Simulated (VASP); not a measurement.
# RbBr (Pm-3m) in VASP: notebook, part 3 of 3

VASP 6.6.1.

### 5 Electric field gradients, PBEsol

This run uses another cell than the first one, of 35.12 Å³/atom, 1.818 times its volume.

Input file INCAR:

```
SYSTEM = RbBr
  ALGO = Normal
  EDIFF = 1E-8
  ENCUT = 520
  GGA = PS
  ISIF = 2
  ISMEAR = -1
  LASPH = .True.
  LCHARG = .False.
  LEFG = .True.
  LREAL = .False.
  LWAVE = .False.
  NBANDS = 15
  NELM = 100
  PREC = Accurate
  SIGMA = 0.03
```

Input file KPOINTS:

```
k-points
0
Gamma
  7 7 7
  0 0 0
```

Input file POSCAR:

```
RbBr
1.0
    4.1260773000      0.0000000000      0.0000000000
    0.0000000000      4.1260773000      0.0000000000
    0.0000000000      0.0000000000      4.1260773000
Rb Br
1 1
Direct
    0.0000000000      0.0000000000      0.0000000000
    0.5000000000      0.5000000000      0.5000000000
```

Potentials or basis: VASP PAW PBE potentials, release 64 (Rb_sv, Br).

Started as:

```
> cat potpaw_PBE.64/Rb_sv/POTCAR potpaw_PBE.64/Br/POTCAR > POTCAR
> mpirun -np 1 vasp_std > vasp.out
```

OUTCAR:

```text
SYSTEM = RbBr
   EDIFF = 1E-8
   ENCUT = 520
   GGA = PS
   ISIF = 2
   ISMEAR = -1
   LASPH = .True.
   LREAL = .False.
   NELM = 100
   PREC = Accurate

 ion  position               nearest neighbor table
   1  0.000  0.000  0.000-   2 3.57   2 3.57   2 3.57   2 3.57   2 3.57   2 3.57   2 3.57   2 3.57

   2  0.500  0.500  0.500-   1 3.57   1 3.57   1 3.57   1 3.57   1 3.57   1 3.57   1 3.57   1 3.57

  LATTYP: Found a simple cubic cell.
 ALAT       =     4.1260773000

  Lattice vectors:

 A1 = (   4.1260773000,   0.0000000000,   0.0000000000)
 A2 = (   0.0000000000,   4.1260773000,   0.0000000000)
 A3 = (   0.0000000000,   0.0000000000,   4.1260773000)

Analysis of symmetry for initial positions (statically):
=====================================================================
 Subroutine PRICEL returns:
 Original cell was already a primitive cell.

 Routine SETGRP: Setting up the symmetry group for a
 simple cubic supercell.

 Subroutine GETGRP returns: Found 48 space group operations
 (whereof 48 operations were pure point group operations)
 out of a pool of 48 trial point group operations.

The static configuration has the point symmetry O_h .

Analysis of symmetry for dynamics (positions and initial velocities):
=====================================================================
 Subroutine PRICEL returns:
 Original cell was already a primitive cell.

 Routine SETGRP: Setting up the symmetry group for a
 simple cubic supercell.

 Subroutine GETGRP returns: Found 48 space group operations
 (whereof 48 operations were pure point group operations)
 out of a pool of 48 trial point group operations.

The dynamic configuration has the point symmetry O_h .

[... 497 lines left out ...]
      6      -2.0738      2.00000
      7      -2.0738      2.00000
      8      -2.0177      2.00000
      9       6.7973      0.00000
     10       7.1946      0.00000
     11       7.1946      0.00000
     12       8.3426      0.00000
     13       8.5377      0.00000
     14       8.5377      0.00000
     15      11.4845      0.00000

------------------------ aborting loop because EDIFF is reached ----------------------------------------

  FORCE on cell =-STRESS in cart. coord.  units (eV):
  Direction    XX          YY          ZZ          XY          YZ          ZX
  --------------------------------------------------------------------------------------
  -------------------------------------------------------------------------------------
  Total       -0.2451808     -0.2451808     -0.2451808      0.0000000      0.0000000     -0.0000000
  in kB       -5.5922291     -5.5922291     -5.5922291      0.0000000      0.0000000     -0.0000000
  external PRESSURE =      -5.5922291 kB  Pullay stress =       0.0000000 kB

 VOLUME and BASIS-vectors are now :
 -----------------------------------------------------------------------------
  energy-cutoff  :      520.00
  volume of cell :       70.24
      direct lattice vectors                 reciprocal lattice vectors
     4.126077300  0.000000000  0.000000000     0.242360947  0.000000000  0.000000000
     0.000000000  4.126077300  0.000000000     0.000000000  0.242360947  0.000000000
     0.000000000  0.000000000  4.126077300     0.000000000  0.000000000  0.242360947

 POSITION                                       TOTAL-FORCE (eV/Angst)
 -----------------------------------------------------------------------------------
      0.00000      0.00000      0.00000         0.000000      0.000000      0.000000
      2.06304      2.06304      2.06304         0.000000      0.000000      0.000000
 -----------------------------------------------------------------------------------
    total drift:                                0.000000      0.000000     -0.000000

  FREE ENERGIE OF THE ION-ELECTRON SYSTEM (eV)
  ---------------------------------------------------
  free  energy   TOTEN  =        -6.2967005894 eV

  energy  without entropy=       -6.2967005894  energy(sigma->0) =       -6.29670059

 Electric field gradients (V/A^2)
---------------------------------------------------------------------
 ion       V_xx      V_yy      V_zz      V_xy      V_xz      V_yz
---------------------------------------------------------------------
   1       0.000     0.000    -0.000     0.000     0.000     0.000
   2      -0.000    -0.000     0.000     0.000    -0.000     0.000
---------------------------------------------------------------------

 Electric field gradients after diagonalization (V/A^2)
 (convention: |V_zz| > |V_xx| > |V_yy|)
----------------------------------------------------------------------
 ion       V_xx      V_yy      V_zz     asymmetry (V_yy - V_xx)/ V_zz
----------------------------------------------------------------------
   1       0.000     0.000    -0.000       0.188
   2      -0.000     0.000    -0.000      -1.152
----------------------------------------------------------------------

           NMR quadrupolar parameters

 Cq : quadrupolar parameter    Cq=e*Q*V_zz/h
 eta: asymmetry parameters     (V_yy - V_xx)/ V_zz
 Q  : nuclear electric quadrupole moment in mb (millibarn)
----------------------------------------------------------------------
 ion       Cq(MHz)       eta       Q (mb)
----------------------------------------------------------------------
   1      -0.000       0.188       1.000
   2      -0.000      -1.152       1.000
----------------------------------------------------------------------
```

OSZICAR:

```text
N       E                     dE             d eps       ncg     rms          rms(c)
DAV:   1     0.750557249767E+02    0.75056E+02   -0.66959E+03   600   0.915E+02
DAV:   2    -0.133007807218E+01   -0.76386E+02   -0.71010E+02   828   0.161E+02
DAV:   3    -0.639230790647E+01   -0.50622E+01   -0.50438E+01   798   0.419E+01
DAV:   4    -0.651425324676E+01   -0.12195E+00   -0.12193E+00   832   0.630E+00
DAV:   5    -0.651576562068E+01   -0.15124E-02   -0.15124E-02   856   0.606E-01    0.248E+00
DAV:   6    -0.632724349549E+01    0.18852E+00   -0.15918E-01   740   0.222E+00    0.165E+00
DAV:   7    -0.629504293291E+01    0.32201E-01   -0.86088E-02   782   0.169E+00    0.854E-01
DAV:   8    -0.629676225138E+01   -0.17193E-02   -0.11924E-02   733   0.638E-01    0.138E-01
DAV:   9    -0.629660332426E+01    0.15893E-03   -0.61781E-04   803   0.128E-01    0.506E-02
DAV:  10    -0.629669827173E+01   -0.94947E-04   -0.17380E-04   688   0.853E-02    0.912E-03
DAV:  11    -0.629669900979E+01   -0.73806E-06   -0.54917E-06   810   0.154E-02    0.669E-03
DAV:  12    -0.629670057548E+01   -0.15657E-05   -0.21880E-06   679   0.930E-03    0.188E-03
DAV:  13    -0.629670056336E+01    0.12125E-07   -0.11548E-07   941   0.202E-03    0.340E-04
DAV:  14    -0.629670060071E+01   -0.37350E-07   -0.18390E-08   643   0.860E-04    0.173E-04
DAV:  15    -0.629670058781E+01    0.12902E-07   -0.33467E-09   531   0.414E-04    0.653E-05
DAV:  16    -0.629670058940E+01   -0.15946E-08   -0.19178E-10   342   0.103E-04
   1 F= -.62967006E+01 E0= -.62967006E+01  d E =-.273196E-10
```

It took 16 s on 1 thread of Intel Xeon Platinum 8259CL at 2.50GHz (Skylake/Cascade Lake), shared host; peak memory 0.18 GiB.

What came out:

```
Free energy            : -6.2967 eV
Pressure               : -0.6 GPa
Band gap on the k mesh : 3.93 eV, indirect (least direct gap 4.06 eV)
```

Caveat: without QUAD_EFG the Cq values of the log hold for a quadrupole moment of 1 mb, not for the nuclei; the PAW data sets were made with another functional, which shifts forces and pressure a little. A hybrid or GW would open this gap; PBEsol tends to underestimate it.

### 6 The runs side by side

```csv
cell,gap on the mesh (eV),pressure (GPa)
"a = 3.381 Å, 2 atoms",3.56,39.6
"a = 3.574 Å, 2 atoms",4.46,18.4
"a = 3.830 Å, 2 atoms",4.84,5.1
"a = 4.126 Å, 2 atoms",3.93,-0.6
```

Alike in all rows: task electric field gradients; level PBEsol; potentials or basis VASP PAW PBE potentials, release 64 (Rb_sv, Br); no spin polarisation; k mesh 7 × 7 × 7; cutoff (eV) 520; smearing fermi-dirac 0.03 eV.

Caveats: the PAW data sets were made with another functional, which shifts forces and pressure a little.

Total energies depend on the potentials used, so only differences within one code and one set of settings carry meaning.
